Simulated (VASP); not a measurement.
# SrGe2H2 in VASP: further runs, part 2 of 2

VASP 6.6.1. The steps go on from the part before.

### 3 Single point, r2SCAN

POSCAR

```
SrGe2H2
1.0
    2.2025240000      3.8148810000      0.0000000000
   -2.2025240000      3.8148810000      0.0000000000
    0.0000000000      0.0000000000      4.7116730000
Ge H Sr
2 2 1
Direct
    0.3333000000      0.3334000000      0.4656000000
    0.6667000000      0.6666000000      0.5344000000
    0.3333000000      0.3334000000      0.1067000000
    0.6667000000      0.6666000000      0.8933000000
    0.0000000000      0.0000000000      0.0000000000
```

INCAR.step1

```
SYSTEM = SrGe2H2
ALGO = Normal
EDIFF = 1E-4
ENCUT = 520
GGA = PE
ISMEAR = -1
LASPH = .TRUE.
LCHARG = .FALSE.
LREAL = .FALSE.
LWAVE = .TRUE.
NBANDS = 28
NELM = 80
PREC = Accurate
SIGMA = 0.1
```

INCAR.step2

```
SYSTEM = SrGe2H2
ALGO = Normal
EDIFF = 1E-6
ENCUT = 520
ISIF = 2
ISMEAR = -1
ISTART = 1
LASPH = .TRUE.
LCHARG = .FALSE.
LMIXTAU = .TRUE.
LREAL = .FALSE.
LWAVE = .FALSE.
METAGGA = R2SCAN
NBANDS = 28
NELM = 80
PREC = Accurate
SIGMA = 0.1
```

KPOINTS

```
k-points
0
G
  5 5 4
  0 0 0
```

Potentials or basis: VASP PAW PBE potentials, release 64 (Ge_d, H, Sr_sv).

Launch:

```bash
> cat potpaw_PBE.64/Ge_d/POTCAR potpaw_PBE.64/H/POTCAR potpaw_PBE.64/Sr_sv/POTCAR > POTCAR
> cp INCAR.step1 INCAR
> mpirun -np 1 vasp_std > vasp.out
> cp INCAR.step2 INCAR
> mpirun -np 1 vasp_std > vasp.out
```

OUTCAR:

```text
SYSTEM = SrGe2H2
   EDIFF = 1E-6
   ENCUT = 520
   ISIF = 2
   ISMEAR = -1
   ISTART = 1
   LASPH = .TRUE.
   LREAL = .FALSE.
   METAGGA = R2SCAN
   NELM = 80
   PREC = Accurate

 ion  position               nearest neighbor table
   1  0.333  0.333  0.466-   3 1.69   2 2.56   2 2.56   2 2.56   5 3.36   5 3.36   5 3.36   5 3.58
                             5 3.58   5 3.58
   2  0.667  0.667  0.534-   4 1.69   1 2.56   1 2.56   1 2.56   5 3.36   5 3.36   5 3.36   5 3.58
                             5 3.58   5 3.58
   3  0.333  0.333  0.107-   1 1.69   5 2.59   5 2.59   5 2.59
   4  0.667  0.667  0.893-   2 1.69   5 2.59   5 2.59   5 2.59
   5  0.000  0.000  0.000-   3 2.59   4 2.59   3 2.59   4 2.59   3 2.59   4 2.59   2 3.36   1 3.36
                             2 3.36   1 3.36   1 3.36   2 3.36   2 3.58   1 3.58   1 3.58   2 3.58

  LATTYP: Found a hexagonal cell.
 ALAT       =     4.4050458584
 C/A-ratio  =     1.0696081611

  Lattice vectors:

 A1 = (   2.2025240000,  -3.8148810000,   0.0000000000)
 A2 = (   2.2025240000,   3.8148810000,   0.0000000000)
 A3 = (   0.0000000000,   0.0000000000,   4.7116730000)

Analysis of symmetry for initial positions (statically):
=====================================================================
 Subroutine PRICEL returns:
 Original cell was already a primitive cell.

 Routine SETGRP: Setting up the symmetry group for a
 hexagonal supercell.

 Subroutine GETGRP returns: Found  4 space group operations
 (whereof  4 operations were pure point group operations)
 out of a pool of 24 trial point group operations.

The static configuration has the point symmetry C_2h.

Analysis of symmetry for dynamics (positions and initial velocities):
=====================================================================
 Subroutine PRICEL returns:
 Original cell was already a primitive cell.

 Routine SETGRP: Setting up the symmetry group for a
 hexagonal supercell.

[... 124 lines left out ...]
   EFERMI =   0.00;   METHOD = LEGACY
   ISMEAR =    -1;   SIGMA  =   0.10  broadening in eV -4-tet -1-fermi 0-gaus
   EFERMI_NEDOS =   21; number of points for ismear=-14 and -15
   IALGO  =     38    algorithm
   IMIX   =      4    mixing-type and parameters
     AMIX     =   0.40;   BMIX     =  1.00
     AMIX_MAG =   1.60;   BMIX_MAG =  1.00
  volume/ion in A,a.u.               =      15.84       106.86
  Fermi-wavevector in a.u.,A,eV,Ry     =   1.303845  2.463909 23.130058  1.700011
  Thomas-Fermi vector in A             =   2.434820
   LORBIT       =      0    0 simple, 1 ext, 2 COOP (PROOUT), +10 PAW based schemes
   METAGGA = R2SCAN    functional components
   LHFCALC =     F    Hartree Fock is set to
   AEXX    =    0.0000 exact exchange contribution
   IVDW    =     0    specifies the selected vdW correction
   LEPSILON=     F    determine dielectric tensor
   LRPA    =     F    only Hartree local field effects (RPA)
 non-spin polarized calculation
  energy-cutoff  :      520.00
  volume of cell :       79.18
 maximum number of plane-waves:      2140
 NGX is ok and might be reduce to    36
   NGX = 17   NGY = 17   NGZ = 17

 number of electron      39.9999968 magnetization

 Free energy of the ion-electron system (eV)
  ---------------------------------------------------
  ext. energy  EPLUGINS =         0.00000000
  ---------------------------------------------------
  free energy    TOTEN  =       -50.46331963 eV

  energy without entropy =      -50.39154429  energy(sigma->0) =      -50.42743196

 E-fermi :   5.6683     XC(G=0): -10.7224

 val. band max:        5.6682481198   @ k =   0.2000   0.4000   0.2500
 cond. band min:       5.6684663825   @ k =  -0.2000  -0.4000   0.2500
 fundamental gap:      0.0002182627
 Fermi energy:         5.6683383497

 k-point     1 :       0.0000    0.0000    0.0000
  band No.  band energies     occupation
      1     -32.4780      2.00000
      2     -20.6461      2.00000
      3     -20.6223      2.00000
      4     -20.6222      2.00000
      5     -20.5940      2.00000
      6     -20.5939      2.00000
[... 733 lines left out ...]
     27      10.8809      0.00000
     28      11.6877      0.00000

 [... further k-points ...]
[... 5 lines left out ...]
  --------------------------------------------------------------------------------------
  -------------------------------------------------------------------------------------
  Total        2.4726357      2.4734438     -0.1322095      0.0007027      0.0000389     -0.0000677
  in kB       50.0338509     50.0502041     -2.6752621      0.0142185      0.0007879     -0.0013701
  external PRESSURE =      32.4695976 kB  Pullay stress =       0.0000000 kB

 VOLUME and BASIS-vectors are now :
 -----------------------------------------------------------------------------
  energy-cutoff  :      520.00
  volume of cell :       79.18
      direct lattice vectors                 reciprocal lattice vectors
     2.202524000  3.814881000  0.000000000     0.227012282  0.131065687  0.000000000
    -2.202524000  3.814881000  0.000000000    -0.227012282  0.131065687  0.000000000
     0.000000000  0.000000000  4.711673000     0.000000000  0.000000000  0.212238837

 POSITION                                       TOTAL-FORCE (eV/Angst)
 -----------------------------------------------------------------------------------
     -0.00022      2.54338      2.19375         0.001884     -0.001088      1.286997
      0.00022      5.08638      2.51792        -0.001884      0.001088     -1.286997
     -0.00022      2.54338      0.50274         0.000450     -0.000260     -0.156712
      0.00022      5.08638      4.20894        -0.000450      0.000260      0.156712
      0.00000      0.00000      0.00000        -0.000000      0.000000      0.000000
 -----------------------------------------------------------------------------------
    total drift:                                0.000000      0.000000     -0.000000

  FREE ENERGIE OF THE ION-ELECTRON SYSTEM (eV)
  ---------------------------------------------------
  free  energy   TOTEN  =       -50.4633196311 eV

  energy  without entropy=      -50.3915442938  energy(sigma->0) =      -50.42743196
```

OSZICAR.step1:

```text
N       E                     dE             d eps       ncg     rms          rms(c)
DAV:   1     0.353901933863E+03    0.35390E+03   -0.20084E+04  2208   0.319E+03
DAV:   2     0.348698843484E+02   -0.31903E+03   -0.30762E+03  1864   0.724E+02
DAV:   3    -0.157011411374E+02   -0.50571E+02   -0.49735E+02  2108   0.169E+02
DAV:   4    -0.183207693806E+02   -0.26196E+01   -0.26021E+01  2748   0.398E+01
DAV:   5    -0.184056612447E+02   -0.84892E-01   -0.84808E-01  2700   0.651E+00    0.141E+01
DAV:   6    -0.180664467117E+02    0.33921E+00   -0.33975E-01  2984   0.369E+00    0.815E+00
DAV:   7    -0.179689005410E+02    0.97546E-01   -0.53209E-01  2576   0.349E+00    0.126E+00
DAV:   8    -0.179680400846E+02    0.86046E-03   -0.58595E-02  2452   0.130E+00    0.601E-01
DAV:   9    -0.179678905035E+02    0.14958E-03   -0.59323E-03  2532   0.303E-01    0.241E-01
DAV:  10    -0.179678991342E+02   -0.86307E-05   -0.53763E-04  2148   0.102E-01
   1 F= -.17967899E+02 E0= -.17930797E+02  d E =-.742037E-01
```

Run time: 7.1 min. Hardware: 1 thread of Intel Xeon 8259CL, shared host; peak memory 0.26 GiB.

Results:

* Free energy: -50.4633 eV
* Pressure: 3.2 GPa
* Largest force: 1.287 eV/Å
* Band gap on the k mesh: zero (band 20 reaches 5.97 eV, above the bottom of band 21 at 4.99 eV)

Forces on the atoms (eV/Å):
```
Ge   0.002 -0.001  1.287
Ge  -0.002  0.001 -1.287
H    0.000  0.000 -0.157
H    0.000  0.000  0.157
Sr   0.000  0.000  0.000
```

Caveat: the PAW data sets were made with another functional, which shifts forces and pressure a little.
